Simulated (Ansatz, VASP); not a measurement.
# Two plane-wave programs on SrRe

INCAR

```
PREC = Accurate ; ENCUT = 520
EDIFF = 1E-6 ; ISMEAR = 0
SIGMA = 0.05 ; LREAL = F
LASPH = T ; NELM = 80
ALGO = Fast ; ISIF = 2
LWAVE = F ; LCHARG = F
GGA = PE ; NBANDS = 16
```

KPOINTS

```
regular mesh
0
Gamma
  10 10 10
```

Contents of POSCAR:

```
SrRe
1.0
    3.6859005637      0.0000000000      0.0000000000
    0.0000000000      3.6859005637      0.0000000000
    0.0000000000      0.0000000000      3.6859005637
Sr Re
1 1
Direct
    0.0000000000      0.0000000000      0.0000000000
    0.5000000000      0.5000000000      0.5000000000
```

Input for Ansatz:

```yaml
crystal:
  lattice:
    - [3.6859005637, 0.0, 0.0]
    - [0.0, 3.6859005637, 0.0]
    - [0.0, 0.0, 3.6859005637]
  atoms:
    - { symbol: Sr, position: [0.0, 0.0, 0.0] }
    - { symbol: Re, position: [0.5, 0.5, 0.5] }
basis:
  ecutwfc: 420
  ecutrho_ratio: 4
kpoints:
  mp_grid: { grid: [10, 10, 10] }
hamiltonian:
  xc: pbe
scf:
  occupations: { method: gaussian, width: 0.05 }
output:
  forces: true
  stress: true
  eigenvalues: true
  write_density: true
  write_potential: true
  elf: true
  volumetric_format: npy
```

Alike in both runs: task single point; functional PBE; k mesh 10 × 10 × 10; occupations gaussian, width 0.05 eV; no spin polarisation.

```csv
,VASP,Ansatz
version,VASP 6.6.1,Ansatz 0.2.0
potentials or method,"VASP PAW PBE potentials, release 64 (Sr_sv, Re), cutoff 520 eV","scalar-relativistic, plane waves, PAW"
valence electrons in the cell,17,25
```

Ansatz gave:

- gap on the k mesh at the Fermi level (eV): none
- pressure (GPa): -2.2

Q: Which values does VASP return?

A: gap on the k mesh at the Fermi level (eV): none; pressure (GPa): -2.0.

A gap of «none» marks a metal or a gap that the smearing closes. VASP's potentials hold 17 valence electrons a cell and Ansatz's 25, so a difference there can come from the potentials and not from the codes.

Neither program's run includes spin-orbit coupling.
